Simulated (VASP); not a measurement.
# Hf (P6/mmm) in VASP: relaxation of shape and atoms at fixed volume with PBE

Aim: the relaxation of shape and atoms at fixed volume of Hf with PBE.

Everything below comes from runs of VASP 6.6.1. Logs are shortened: lines on timing, memory, paths and dates and some standing lists are left out, and cuts for length are marked.

**1. The cell of the first run**

Symmetry: P6/mmm, No. 191, hexagonal system. Conventional cell: a = 4.212 Å, b = 4.212 Å, c = 2.617 Å, α = 90.00°, β = 90.00°, γ = 120.00°. Hf (site symmetry 6/mmm) has 14 Hf at 2.62 to 2.76 Å within 3.5 Å. Within 3.2 Å of Hf (site symmetry -6m2) lie 11 Hf at 2.43 to 2.76 Å.

This isn't the form of Hf at room conditions, which is hcp.

**2. Relaxation of shape and atoms at fixed volume, PBE**

Input file INCAR:

```
PREC = Accurate
ENCUT = 600
EDIFF = 1E-6
ISMEAR = -1
SIGMA = 0.08
LREAL = False
LASPH = True
NELM = 100
ALGO = Normal
ISIF = 4
LWAVE = False
LCHARG = False
GGA = PE
IBRION = 2
NSW = 50
EDIFFG = -0.005
```

Input file KPOINTS:

```
Automatic mesh
0
Gamma
  8 8 11
```

Input file POSCAR:

```
Hf
1.0
    4.2116142662      0.0000000000      0.0000000000
   -2.1058071331      3.6473649454      0.0000000000
    0.0000000000      0.0000000000      2.6171235867
Hf
3
Direct
    0.0000000000      0.0000000000      0.0000000000
    0.3333333333      0.6666666667      0.5000000000
    0.6666666667      0.3333333333      0.5000000000
```

Potentials or basis: VASP PAW PBE potentials, release 64 (Hf_pv).

Run with:

```sh
$ cat potpaw_PBE.64/Hf_pv/POTCAR > POTCAR
$ mpirun -np 1 vasp_std > vasp.out
```

OUTCAR:

```text
PREC = Accurate
   ENCUT = 600
   EDIFF = 1E-6
   ISMEAR = -1
   LREAL = False
   LASPH = True
   NELM = 100
   ISIF = 4
   GGA = PE
   IBRION = 2
   NSW = 50
   EDIFFG = -0.005

 ion  position               nearest neighbor table
   1  0.000  0.000  0.000-   2 2.76   3 2.76   2 2.76   3 2.76   2 2.76   2 2.76   3 2.76   3 2.76
                             3 2.76   3 2.76   2 2.76   2 2.76
   2  0.333  0.667  0.500-   3 2.43   3 2.43   3 2.43   1 2.76   1 2.76   1 2.76   1 2.76   1 2.76
                             1 2.76   3 3.57   3 3.57   3 3.57   3 3.57   3 3.57   3 3.57
   3  0.667  0.333  0.500-   2 2.43   2 2.43   2 2.43   1 2.76   1 2.76   1 2.76   1 2.76   1 2.76
                             1 2.76   2 3.57   2 3.57   2 3.57   2 3.57   2 3.57   2 3.57

  LATTYP: Found a hexagonal cell.
 ALAT       =     4.2116142662
 C/A-ratio  =     0.6214062878

  Lattice vectors:

 A1 = (   4.2116142662,   0.0000000000,   0.0000000000)
 A2 = (  -2.1058071331,   3.6473649454,   0.0000000000)
 A3 = (   0.0000000000,   0.0000000000,   2.6171235867)

Analysis of symmetry for initial positions (statically):
=====================================================================
 Subroutine PRICEL returns:
 Original cell was already a primitive cell.

 Routine SETGRP: Setting up the symmetry group for a
 hexagonal supercell.

 Subroutine GETGRP returns: Found 24 space group operations
 (whereof 24 operations were pure point group operations)
 out of a pool of 24 trial point group operations.

The static configuration has the point symmetry D_6h.

Analysis of symmetry for dynamics (positions and initial velocities):
=====================================================================
 Subroutine PRICEL returns:
 Original cell was already a primitive cell.

 Routine SETGRP: Setting up the symmetry group for a
 hexagonal supercell.

 Subroutine GETGRP returns: Found 24 space group operations
 (whereof 24 operations were pure point group operations)
 out of a pool of 24 trial point group operations.

The dynamic configuration has the point symmetry D_6h.

 Subroutine INISYM returns: Found 24 space group operations
 (whereof 24 operations are pure point group operations),
 and found     1 'primitive' translations

----------------------------------------------------------------------------------------

                                     Primitive cell

[... 100 lines left out ...]
   POTIM  = 0.5000    time-step for ionic-motion
   TEBEG  =    0.0;   TEEND  =   0.0 temperature during run
   PSTRESS=    0.0 pullay stress
   NELECT =      30.0000    total number of electrons
   NUPDOWN=      -1.0000    fix difference up-down
   EMIN   =  10.00;   EMAX   =-10.00  energy-range for DOS
   EFERMI =   0.00;   METHOD = LEGACY
   ISMEAR =    -1;   SIGMA  =   0.08  broadening in eV -4-tet -1-fermi 0-gaus
   EFERMI_NEDOS =   21; number of points for ismear=-14 and -15
   IALGO  =     38    algorithm
   IMIX   =      4    mixing-type and parameters
     AMIX     =   0.40;   BMIX     =  1.00
     AMIX_MAG =   1.60;   BMIX_MAG =  1.00
  volume/ion in A,a.u.               =      13.40        90.43
  Fermi-wavevector in a.u.,A,eV,Ry     =   1.484902  2.806059 29.999963  2.204935
  Thomas-Fermi vector in A             =   2.598381
   LORBIT       =      0    0 simple, 1 ext, 2 COOP (PROOUT), +10 PAW based schemes
   GGA     = PE    functional components
   LHFCALC =     F    Hartree Fock is set to
   AEXX    =    0.0000 exact exchange contribution
   IVDW    =     0    specifies the selected vdW correction
   LEPSILON=     F    determine dielectric tensor
   LRPA    =     F    only Hartree local field effects (RPA)
 conjugate gradient relaxation of ions
 non-spin polarized calculation
  energy-cutoff  :      600.00
  volume of cell :       40.20
 maximum number of plane-waves:      1366
 NGX is ok and might be reduce to    36
   NGX = 17   NGY = 17   NGZ = 11

--------------------------------------- Ionic step        1  -------------------------------------------

 number of electron      30.0000002 magnetization

 Free energy of the ion-electron system (eV)
  ---------------------------------------------------
  ext. energy  EPLUGINS =         0.00000000
  ---------------------------------------------------
  free energy    TOTEN  =       -22.16444774 eV

  energy without entropy =      -22.11818050  energy(sigma->0) =      -22.14131412

------------------------ aborting loop because EDIFF is reached ----------------------------------------

  FORCE on cell =-STRESS in cart. coord.  units (eV):
  Direction    XX          YY          ZZ          XY          YZ          ZX
  --------------------------------------------------------------------------------------
  -------------------------------------------------------------------------------------
  Total       33.9885975     33.9885975     32.3682570      0.0000000      0.0000000      0.0000000
  in kB     1354.5398529   1354.5398528   1289.9647917      0.0000000      0.0000000      0.0000000
  external PRESSURE =    1333.0148325 kB  Pullay stress =       0.0000000 kB
[... 61 lines left out ...]
--------------------------------------- Ionic step        3  -------------------------------------------

 number of electron      29.9999998 magnetization

 Free energy of the ion-electron system (eV)
  ---------------------------------------------------
  ext. energy  EPLUGINS =         0.00000000
  ---------------------------------------------------
  free energy    TOTEN  =       -22.17213550 eV

  energy without entropy =      -22.12217673  energy(sigma->0) =      -22.14715612

 E-fermi :   8.7778     XC(G=0): -13.8602

 val. band max:        8.7429128255   @ k =   0.0000   0.0000   0.0000
 cond. band min:       8.7958587936   @ k =   0.2500   0.2500   0.2727
 fundamental gap:      0.0529459681
 Fermi energy:         8.7777955195

 k-point     1 :       0.0000    0.0000    0.0000
  band No.  band energies     occupation
      1     -22.3113      2.00000
      2     -22.3113      2.00000
      3     -21.6428      2.00000
      4     -21.6428      2.00000
      5     -20.1409      2.00000
      6     -19.2300      2.00000
[... 505 lines left out ...]
      6     -20.1238      2.00000
[... 11 lines left out ...]
     18      10.5834      0.00000
     19      11.9311      0.00000

 [... further k-points ...]

------------------------ aborting loop because EDIFF is reached ----------------------------------------

  FORCE on cell =-STRESS in cart. coord.  units (eV):
  Direction    XX          YY          ZZ          XY          YZ          ZX
  --------------------------------------------------------------------------------------
  -------------------------------------------------------------------------------------
  Total       33.2643337     33.2643337     33.2600419      0.0000000     -0.0000000      0.0000000
  in kB     1325.6759324   1325.6759323   1325.5048933      0.0000000     -0.0000000      0.0000000
  external PRESSURE =    1325.6189193 kB  Pullay stress =       0.0000000 kB
[... 18 lines left out ...]
  FREE ENERGIE OF THE ION-ELECTRON SYSTEM (eV)
  ---------------------------------------------------
  free  energy   TOTEN  =       -22.1721355021 eV

  energy  without entropy=      -22.1221767284  energy(sigma->0) =      -22.14715612

 reached required accuracy - stopping structural energy minimisation
```

CONTCAR:

```text
Hf
   1.00000000000000
     4.2316366663138014    0.0000000000000000    0.0000000000000000
    -2.1158183331569007    3.6647048525011767    0.0000000000000000
    -0.0000000000000000    0.0000000000000000    2.5924158297624844
  Hf
     3
Direct
     0.0000000000000000    0.0000000000000000    0.0000000000000000
     0.3333333332999970    0.6666666667000030    0.5000000000000000
     0.6666666667000030    0.3333333332999970    0.5000000000000000

  0.00000000E+00  0.00000000E+00  0.00000000E+00
  0.00000000E+00  0.00000000E+00  0.00000000E+00
  0.00000000E+00  0.00000000E+00  0.00000000E+00
```

It took 2.6 min on 1 thread of Intel Xeon 8259CL, shared host; peak memory 0.21 GiB.

What came out:

| Property | Result |
| --- | --- |
| Free energy | -22.1721 eV |
| Energy gained by relaxing | 2.6 meV/atom |
| Ionic steps | 3 |
| Pressure after relaxing | 132.6 GPa |
| Band gap on the k mesh | zero (bands 15 and 16 overlap by 1.54 eV) |

The path:
| step | energy change (eV) | largest force (eV/Å) | pressure (GPa) | volume (Å³) |
| --- | --- | --- | --- | --- |
| 1 | 0.0000 | 0.0000 | 133.30 | 40.20 |
| 2 | -0.0024 | 0.0000 | 131.93 | 40.20 |
| 3 | -0.0077 | 0.0000 | 132.56 | 40.20 |

Final structure:
```yaml
crystal:
  lattice:
    - [4.23164, 0.00000, 0.00000]
    - [-2.11582, 3.66470, 0.00000]
    - [0.00000, 0.00000, 2.59242]
  atoms:
    - { symbol: Hf, position: [0.00000, 0.00000, 0.00000] }
    - { symbol: Hf, position: [0.33333, 0.66667, 0.50000] }
    - { symbol: Hf, position: [0.66667, 0.33333, 0.50000] }
```

Caveat: spin-orbit coupling is left out, which moves the levels of the heavy elements.
